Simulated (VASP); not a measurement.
# I (Cmce) in VASP: notebook

Aim: see how the results for I move with the level of theory and the settings. Levels: LDA, PBE. Tasks: single point.

Program: VASP 6.6.1. These are calculated values, not measurements. Logs are shortened: lines on timing, memory, paths and dates and some standing lists are left out, and cuts for length are marked.

## Step 1: The cell of the first run

The structure is orthorhombic, space group Cmce (No. 64). The conventional cell has a = 7.366 Å, b = 4.853 Å, c = 9.922 Å, α = 90.00°, β = 90.00°, γ = 90.00°. Within 3.6 Å of I (site symmetry m) lie 1 I at 2.71 Å.

## Step 2: Single point, LDA (volume scaled by 1.04)

File INCAR:

```
  ALGO = Normal
  EDIFF = 1E-6
  ENCUT = 520
  ISIF = 2
  ISMEAR = -1
  LASPH = T
  LCHARG = F
  LREAL = F
  LWAVE = F
  NBANDS = 22
  NELM = 60
  PREC = Accurate
  SIGMA = 0.05
```

File KPOINTS:

```
k-points
0
Gamma
  7 7 3
```

File POSCAR:

```
I
1.0
    3.6828698935     -2.4265370353      0.0000000000
    3.6828698935      2.4265370353      0.0000000000
    0.0000000000      0.0000000000      9.9223158317
I
4
Direct
    0.6493000000      0.3507000000      0.3844000000
    0.1493000000      0.8507000000      0.1156000000
    0.3507000000      0.6493000000      0.6156000000
    0.8507000000      0.1493000000      0.8844000000
```

Potentials or basis: VASP PAW LDA potentials, release 64 (I).

Started as:

```
$ cat potpaw_LDA.64/I/POTCAR > POTCAR
$ mpirun -np 1 vasp_std > vasp.out
```

OUTCAR:

```text
EDIFF = 1E-6
   ENCUT = 520
   ISIF = 2
   ISMEAR = -1
   LASPH = T
   LREAL = F
   NELM = 60
   PREC = Accurate

 ion  position               nearest neighbor table
   1  0.649  0.351  0.384-   3 2.71
   2  0.149  0.851  0.116-   4 2.71
   3  0.351  0.649  0.616-   1 2.71
   4  0.851  0.149  0.884-   2 2.71

  LATTYP: Found a base centered orthorhombic cell.
 ALAT       =     4.8530740706
 B/A-ratio  =     1.5177472422
 C/A-ratio  =     2.0445424256

  Lattice vectors:

 A1 = (  -3.6828698935,  -2.4265370353,   0.0000000000)
 A2 = (   3.6828698935,  -2.4265370353,   0.0000000000)
 A3 = (   0.0000000000,   0.0000000000,   9.9223158317)

Analysis of symmetry for initial positions (statically):
=====================================================================
 Subroutine PRICEL returns:
 Original cell was already a primitive cell.

 Routine SETGRP: Setting up the symmetry group for a
 base centered orthorhombic supercell.

 Subroutine GETGRP returns: Found  8 space group operations
 (whereof  4 operations were pure point group operations)
 out of a pool of  8 trial point group operations.

The static configuration has the point symmetry C_2h.
 The point group associated with its full space group is D_2h.

Analysis of symmetry for dynamics (positions and initial velocities):
=====================================================================
 Subroutine PRICEL returns:
 Original cell was already a primitive cell.

 Routine SETGRP: Setting up the symmetry group for a
 base centered orthorhombic supercell.

 Subroutine GETGRP returns: Found  8 space group operations
 (whereof  4 operations were pure point group operations)
 out of a pool of  8 trial point group operations.

The dynamic configuration has the point symmetry C_2h.
 The point group associated with its full space group is D_2h.

 Subroutine INISYM returns: Found  8 space group operations
 (whereof  4 operations are pure point group operations),
 and found     1 'primitive' translations

----------------------------------------------------------------------------------------

                                     Primitive cell

  volume of cell :     177.3439

  direct lattice vectors                    reciprocal lattice vectors
     3.682869893 -2.426537035  0.000000000     0.135763688 -0.206054963  0.000000000
     3.682869893  2.426537035  0.000000000     0.135763688  0.206054963  0.000000000
     0.000000000  0.000000000  9.922315832     0.000000000  0.000000000  0.100782924

  length of vectors
     4.410398240  4.410398240  9.922315832     0.246759857  0.246759857  0.100782924

  position of ions in fractional coordinates (direct lattice)
     0.649300000  0.350700000  0.384400000
     0.149300000  0.850700000  0.115600000
     0.350700000  0.649300000  0.615600000
     0.850700000  0.149300000  0.884400000

  ion indices of the primitive-cell ions
   primitive index   ion index
                 1           1
                 2           2
                 3           3
                 4           4

----------------------------------------------------------------------------------------

 KPOINTS: k-points

Automatic generation of k-mesh.
 Grid dimensions read from file:
 generate k-points for:    7    7    3

 Generating k-lattice:

  Cartesian coordinates                     Fractional coordinates (reciprocal lattice)
     0.019394813 -0.029436423  0.000000000     0.142857143 -0.000000000  0.000000000
     0.019394813  0.029436423  0.000000000    -0.000000000  0.142857143  0.000000000
     0.000000000  0.000000000  0.033594308     0.000000000  0.000000000  0.333333333

  Length of vectors
     0.035251408  0.035251408  0.033594308

  Shift w.r.t. Gamma in fractional coordinates (k-lattice)
     0.000000000  0.000000000  0.000000000

 Subroutine IBZKPT returns following result:
 ===========================================

 Found     32 irreducible k-points:

 Following reciprocal coordinates:
            Coordinates               Weight
  0.000000  0.000000  0.000000      1.000000
  0.142857  0.000000  0.000000      4.000000
  0.285714 -0.000000  0.000000      4.000000
  0.428571  0.000000  0.000000      4.000000
  0.142857  0.142857  0.000000      2.000000
  0.285714  0.142857  0.000000      4.000000
[... 16 lines left out ...]
  0.428571  0.142857  0.333333      8.000000
 -0.428571  0.142857  0.333333      8.000000
 [... further k-points ...]
   k-points           NKPTS =     32   k-points in BZ     NKDIM =     32   number of bands    NBANDS=     22
   number of dos      NEDOS =    301   number of ions     NIONS =      4
   total plane-waves  NPLWV = 103680
   dimension x,y,z NGX =    36 NGY =   36 NGZ =   80
   dimension x,y,z NGXF=    72 NGYF=   72 NGZF=  160
   ions per type =               4
   NGX,Y,Z   is equivalent  to a cutoff of  13.57, 13.57, 13.40 a.u.
   NGXF,Y,Z  is equivalent  to a cutoff of  27.14, 27.14, 26.81 a.u.
 SYSTEM =  unknown system
   PREC   = accura    normal or accurate (medium, high low for compatibility)
   ISTART =      0    job   : 0-new  1-cont  2-samecut
   ICHARG =      2    charge: 1-file 2-atom 10-const
   ISPIN  =      1    spin polarized calculation?
   LNONCOLLINEAR =      F non collinear calculations
   LSORBIT =      F    spin-orbit coupling
   LASPH  =      T    aspherical Exc in radial PAW
   ENCUT  =  520.0 eV  38.22 Ry    6.18 a.u.   8.20  8.20 18.45*2*pi/ulx,y,z
   NELM   =     60;   NELMIN=  2; NELMDL= -5     # of ELM steps
   EDIFF  = 0.1E-05   stopping-criterion for ELM
   LREAL  =      F    real-space projection
   EDIFFG = 0.1E-04   stopping-criterion for IOM
   NSW    =      0    number of steps for IOM
   IBRION =     -1    ionic relax: 0-MD 1-quasi-New 2-CG
   NFREE  =      0    steps in history (QN), initial steepest desc. (CG)
   ISIF   =      2    stress and relaxation
   ISYM   =      2    0-nonsym 1-usesym 2-fastsym
   POTIM  = 0.5000    time-step for ionic-motion
   TEBEG  =    0.0;   TEEND  =   0.0 temperature during run
   PSTRESS=    0.0 pullay stress
   NELECT =      28.0000    total number of electrons
   NUPDOWN=      -1.0000    fix difference up-down
   EMIN   =  10.00;   EMAX   =-10.00  energy-range for DOS
   EFERMI =   0.00;   METHOD = LEGACY
   ISMEAR =    -1;   SIGMA  =   0.05  broadening in eV -4-tet -1-fermi 0-gaus
   EFERMI_NEDOS =   21; number of points for ismear=-14 and -15
   IALGO  =     38    algorithm
   IMIX   =      4    mixing-type and parameters
     AMIX     =   0.40;   BMIX     =  1.00
     AMIX_MAG =   1.60;   BMIX_MAG =  1.00
  volume/ion in A,a.u.               =      44.34       299.19
  Fermi-wavevector in a.u.,A,eV,Ry     =   0.884821  1.672069 10.652111  0.782908
  Thomas-Fermi vector in A             =   2.005772
   LORBIT       =      0    0 simple, 1 ext, 2 COOP (PROOUT), +10 PAW based schemes
   GGA     = CA    functional components
   LHFCALC =     F    Hartree Fock is set to
   AEXX    =    0.0000 exact exchange contribution
   IVDW    =     0    specifies the selected vdW correction
   LEPSILON=     F    determine dielectric tensor
   LRPA    =     F    only Hartree local field effects (RPA)
 non-spin polarized calculation
  energy-cutoff  :      520.00
  volume of cell :      177.34
 maximum number of plane-waves:      4791
 NGX is ok and might be reduce to    36
   NGX = 17   NGY = 17   NGZ = 37

 number of electron      28.0000001 magnetization

 Free energy of the ion-electron system (eV)
  ---------------------------------------------------
  ext. energy  EPLUGINS =         0.00000000
  ---------------------------------------------------
  free energy    TOTEN  =        -7.74537894 eV

  energy without entropy =       -7.74537666  energy(sigma->0) =       -7.74537780

 E-fermi :   2.5334     XC(G=0):  -8.2236

 val. band max:        1.9587568972   @ k =   0.0000   0.0000   0.0000
 cond. band min:       3.1099660965   @ k =   0.4286   0.4286   0.0000
 fundamental gap:      1.1512091992
 Fermi energy:         2.5333506890

 k-point     1 :       0.0000    0.0000    0.0000
  band No.  band energies     occupation
      1     -11.4735      2.00000
      2     -11.0459      2.00000
      3      -9.5318      2.00000
      4      -8.6818      2.00000
      5      -2.4402      2.00000
      6      -1.1828      2.00000
[... 14 lines left out ...]
     21       9.0566      0.00000
     22       9.3581      0.00000

 k-point     2 :       0.1429    0.0000    0.0000
  band No.  band energies     occupation
      1     -11.4160      2.00000
      2     -11.0236      2.00000
      3      -9.4884      2.00000
      4      -8.7266      2.00000
      5      -2.4296      2.00000
      6      -1.3302      2.00000
[... 14 lines left out ...]
     21       8.9222      0.00000
     22       9.2236      0.00000

 k-point     3 :       0.2857   -0.0000    0.0000
  band No.  band energies     occupation
      1     -11.2679      2.00000
      2     -10.9840      2.00000
      3      -9.3720      2.00000
      4      -8.8530      2.00000
      5      -2.4379      2.00000
      6      -1.7636      2.00000
[... 14 lines left out ...]
     21       9.2249      0.00000
     22       9.8380      0.00000

 k-point     4 :       0.4286    0.0000    0.0000
  band No.  band energies     occupation
      1     -11.0984      2.00000
      2     -10.9930      2.00000
      3      -9.2114      2.00000
      4      -9.0293      2.00000
      5      -2.4290      2.00000
      6      -2.2156      2.00000
[... 14 lines left out ...]
     21       9.7189      0.00000
     22      10.3660      0.00000

 k-point     5 :       0.1429    0.1429    0.0000
  band No.  band energies     occupation
      1     -11.4232      2.00000
      2     -11.0089      2.00000
      3      -9.4895      2.00000
      4      -8.6744      2.00000
      5      -2.3963      2.00000
      6      -1.2380      2.00000
[... 14 lines left out ...]
     21       9.2707      0.00000
     22       9.3829      0.00000

 k-point     6 :       0.2857    0.1429    0.0000
  band No.  band energies     occupation
      1     -11.3294      2.00000
      2     -10.9639      2.00000
      3      -9.4159      2.00000
      4      -8.7201      2.00000
      5      -2.3656      2.00000
      6      -1.4335      2.00000
[... 14 lines left out ...]
     21       8.8846      0.00000
     22       9.6392      0.00000

 k-point     7 :       0.4286    0.1429    0.0000
  band No.  band energies     occupation
      1     -11.1802      2.00000
      2     -10.9383      2.00000
      3      -9.2962      2.00000
      4      -8.8644      2.00000
      5      -2.3858      2.00000
      6      -1.8902      2.00000
[... 324 lines left out ...]
      6      -2.0996      2.00000
[... 14 lines left out ...]
     21      10.0200      0.00000
     22      10.3086      0.00000

 k-point    21 :       0.1429    0.1429    0.3333
  band No.  band energies     occupation
      1     -11.3412      2.00000
      2     -11.1407      2.00000
      3      -9.2656      2.00000
      4      -8.8654      2.00000
      5      -2.1557      2.00000
      6      -1.6090      2.00000
[... 14 lines left out ...]
     21       9.2669      0.00000
     22       9.2877      0.00000

 k-point    22 :       0.2857    0.1429    0.3333
  band No.  band energies     occupation
      1     -11.2552      2.00000
      2     -11.0771      2.00000
      3      -9.2256      2.00000
      4      -8.8827      2.00000
      5      -2.1803      2.00000
      6      -1.7384      2.00000
[... 14 lines left out ...]
     21       9.0567      0.00000
     22       9.1077      0.00000

 k-point    23 :       0.4286    0.1429    0.3333
  band No.  band energies     occupation
      1     -11.1275      2.00000
      2     -11.0080      2.00000
      3      -9.1812      2.00000
      4      -8.9668      2.00000
      5      -2.2442      2.00000
      6      -1.9400      2.00000
[... 14 lines left out ...]
     21       9.1379      0.00000
     22       9.4558      0.00000

 k-point    24 :      -0.4286    0.1429    0.3333
  band No.  band energies     occupation
      1     -11.0357      2.00000
      2     -11.0078      2.00000
      3      -9.1327      2.00000
      4      -9.0859      2.00000
      5      -2.2040      2.00000
      6      -2.1328      2.00000
[... 14 lines left out ...]
     21       9.8212      0.00000
     22      10.2095      0.00000

 [... further k-points ...]
[... 5 lines left out ...]
  --------------------------------------------------------------------------------------
  -------------------------------------------------------------------------------------
  Total       -0.9876258     -2.4301262     -2.3423799      0.0000000      0.0000000      0.0000000
  in kB       -8.9225026    -21.9544759    -21.1617497      0.0000000      0.0000000      0.0000000
  external PRESSURE =     -17.3462427 kB  Pullay stress =       0.0000000 kB

 VOLUME and BASIS-vectors are now :
 -----------------------------------------------------------------------------
  energy-cutoff  :      520.00
  volume of cell :      177.34
      direct lattice vectors                 reciprocal lattice vectors
     3.682869893 -2.426537035  0.000000000     0.135763688 -0.206054963  0.000000000
     3.682869893  2.426537035  0.000000000     0.135763688  0.206054963  0.000000000
     0.000000000  0.000000000  9.922315832     0.000000000  0.000000000  0.100782924

 POSITION                                       TOTAL-FORCE (eV/Angst)
 -----------------------------------------------------------------------------------
      3.68287     -0.72456      3.81414         0.000000     -0.114387     -0.395164
      3.68287      1.70197      1.14702         0.000000     -0.114387      0.395164
      3.68287      0.72456      6.10818         0.000000      0.114387      0.395164
      3.68287     -1.70197      8.77530         0.000000      0.114387     -0.395164
 -----------------------------------------------------------------------------------
    total drift:                               -0.000000     -0.000000     -0.000000

  FREE ENERGIE OF THE ION-ELECTRON SYSTEM (eV)
  ---------------------------------------------------
  free  energy   TOTEN  =        -7.7453789429 eV

  energy  without entropy=       -7.7453766631  energy(sigma->0) =       -7.74537780
```

It took 53 s on 1 thread of Intel Xeon 6975P-C (Granite Rapids), shared host; peak memory 0.28 GiB.

Results:

| Property | Result |
| --- | --- |
| Free energy | -7.7454 eV |
| Pressure | -1.7 GPa |
| Largest force | 0.411 eV/Å |
| Band gap on the k mesh | 1.15 eV, indirect (least direct gap 1.21 eV) |

Forces on the atoms (eV/Å):
```
I    0.000 -0.114 -0.395
I    0.000 -0.114  0.395
I    0.000  0.114  0.395
I    0.000  0.114 -0.395
```

Stress tensor (GPa, compression positive):
```
-0.89  0.00  0.00
 0.00 -2.20  0.00
 0.00  0.00 -2.12
```

Levels at points of the mesh, in eV from the valence-band top:
| k point | band 11 | band 12 | band 13 | band 14 | band 15 | band 16 | band 17 | band 18 |
| --- | --- | --- | --- | --- | --- | --- | --- | --- |
| (0.00, 0.00, 0.00) | -1.07 | -0.53 | -0.06 | 0.00 | 1.21 | 2.04 | 4.96 | 5.20 |

Caveat: the cell differs from its parent crystal (volume scaled by 1.04); spin-orbit coupling is left out, which moves the levels of the heavy elements.

## Step 3: Single point, LDA (volume scaled by 1.06)

File INCAR:

```
PREC     = Accurate       # precision mode
ENCUT    = 520            # plane-wave cutoff, eV
EDIFF    = 1E-6           # SCF threshold, eV
ISMEAR   = -1             # smearing method
SIGMA    = 0.05           # smearing width, eV
LREAL    = F              # projectors in reciprocal space
LASPH    = T              # aspherical terms in the spheres
NELM     = 100            # most SCF steps
ALGO     = Normal         # electronic algorithm
ISIF     = 2              # what is computed and relaxed
LWAVE    = F              # write WAVECAR
LCHARG   = F              # write CHGCAR
GGA      = CA             # functional
NBANDS   = 22             # bands
```

File KPOINTS:

```
regular mesh
0
Gamma
  7 7 3
```

File POSCAR:

```
I
1.0
    3.7063282960     -2.4419931020      0.0000000000
    3.7063282960      2.4419931020      0.0000000000
    0.0000000000      0.0000000000      9.9855169996
I
4
Direct
    0.6493000000      0.3507000000      0.3844000000
    0.1493000000      0.8507000000      0.1156000000
    0.3507000000      0.6493000000      0.6156000000
    0.8507000000      0.1493000000      0.8844000000
```

Potentials or basis: VASP PAW LDA potentials, release 64 (I).

Started as:

```
$ cat potpaw_LDA.64/I/POTCAR > POTCAR
$ mpirun -np 1 vasp_std > vasp.out
```

Wall time 52 s (1 thread of Intel Xeon 6975P-C (Granite Rapids), shared host); peak memory 0.28 GiB.

Results (log left out):

| Quantity | Value |
| --- | --- |
| Free energy | -7.7048 eV |
| Pressure | -2.1 GPa |
| Largest force | 0.279 eV/Å |
| Band gap on the k mesh | 1.11 eV, indirect (least direct gap 1.17 eV) |

Forces on the atoms (eV/Å):
```
I    0.000 -0.028 -0.278
I    0.000 -0.028  0.278
I    0.000  0.028  0.278
I    0.000  0.028 -0.278
```

Stress tensor (GPa, compression positive):
```
-0.93  0.00  0.00
 0.00 -2.51  0.00
 0.00  0.00 -2.80
```

Levels at points of the mesh, in eV from the valence-band top:
```csv
k point,band 10,band 11,band 12,band 13,band 14,band 15,band 16,band 17,band 18,band 19
"(0.00, 0.00, 0.00)",-1.06,-1.05,-0.51,-0.06,0.00,1.17,1.98,4.94,5.25,5.31
```

Caveat: the cell differs from its parent crystal (volume scaled by 1.06); spin-orbit coupling is left out, which moves the levels of the heavy elements. A k mesh can miss the band edges.

## Step 4: Single point, PBE

This run uses another cell than the first one, of 40.07 Å³/atom, 0.904 times its volume.

File INCAR:

```
  ALGO = Normal
  EDIFF = 1E-6
  ENCUT = 520
  GGA = PE
  ISIF = 2
  ISMEAR = -1
  LASPH = T
  LCHARG = T
  LELF = T
  LREAL = F
  LVHAR = T
  LWAVE = F
  NBANDS = 22
  NELM = 60
  PREC = Accurate
  SIGMA = 0.05
```

File KPOINTS:

```
k-points
0
Gamma
  7 7 3
```

File POSCAR:

```
I
1.0
    3.5608297907     -2.3461283221      0.0000000000
    3.5608297907      2.3461283221      0.0000000000
    0.0000000000      0.0000000000      9.5935177805
I
4
Direct
    0.6493000000      0.3507000000      0.3844000000
    0.1493000000      0.8507000000      0.1156000000
    0.3507000000      0.6493000000      0.6156000000
    0.8507000000      0.1493000000      0.8844000000
```

Potentials or basis: VASP PAW PBE potentials, release 64 (I).

Started as:

```
$ cat potpaw_PBE.64/I/POTCAR > POTCAR
$ mpirun -np 1 vasp_std > vasp.out
```

Wall time 57 s (1 thread of AMD EPYC 9R14 (Zen 4), shared host); peak memory 0.25 GiB.

It converged, with:

```yaml
Free_energy: -5.7159 eV
Pressure: 3.8 GPa
Largest_force: 1.452 eV/Å
Band_gap_on_the_k_mesh: 1.47 eV, indirect (least direct gap 1.59 eV)
```

Forces on the atoms (eV/Å):
```
I    0.000 -0.759 -1.238
I    0.000 -0.759  1.238
I    0.000  0.759  1.238
I    0.000  0.759 -1.238
```

Stress tensor (GPa, compression positive):
```
1.74 0.00 0.00
0.00 3.22 0.00
0.00 0.00 6.38
```

Levels at points of the mesh, in eV from the valence-band top:
| k point | band 10 | band 11 | band 12 | band 13 | band 14 | band 15 | band 16 | band 17 | band 18 | band 19 |
| --- | --- | --- | --- | --- | --- | --- | --- | --- | --- | --- |
| (0.00, 0.00, 0.00) | -1.22 | -1.20 | -0.59 | -0.06 | 0.00 | 1.59 | 2.46 | 5.10 | 5.35 | 5.36 |

Caveat: spin-orbit coupling is left out, which moves the levels of the heavy elements; forces of over 1 eV/Å act on the atoms, so gaps and moduli don't describe the material at rest. A k mesh can miss the band edges.

## Step 5: The runs side by side

| level | potentials or basis | cell | gap on the mesh (eV) | pressure (GPa) | largest force (eV/Å) |
| --- | --- | --- | --- | --- | --- |
| LDA | VASP PAW LDA potentials, release 64 (I) | a = 4.410, b = 4.410, c = 9.922 Å, angles 90.0, 90.0, 66.8°, 4 atoms | 1.15 | -1.7 | 0.41 |
| LDA | VASP PAW LDA potentials, release 64 (I) | a = 4.438, b = 4.438, c = 9.986 Å, angles 90.0, 90.0, 66.8°, 4 atoms | 1.11 | -2.1 | 0.28 |
| PBE | VASP PAW PBE potentials, release 64 (I) | a = 4.264, b = 4.264, c = 9.594 Å, angles 90.0, 90.0, 66.8°, 4 atoms | 1.47 | 3.8 | 1.45 |

Alike in all rows: task single point; no spin polarisation; k mesh 7 × 7 × 3; cutoff (eV) 520; smearing fermi-dirac 0.05 eV.

Caveats: spin-orbit coupling is left out, which moves the levels of the heavy elements; forces of over 1 eV/Å act on the atoms, so gaps and moduli don't describe the material at rest (some runs).

Absolute energies hang on the potentials; compare differences alone.
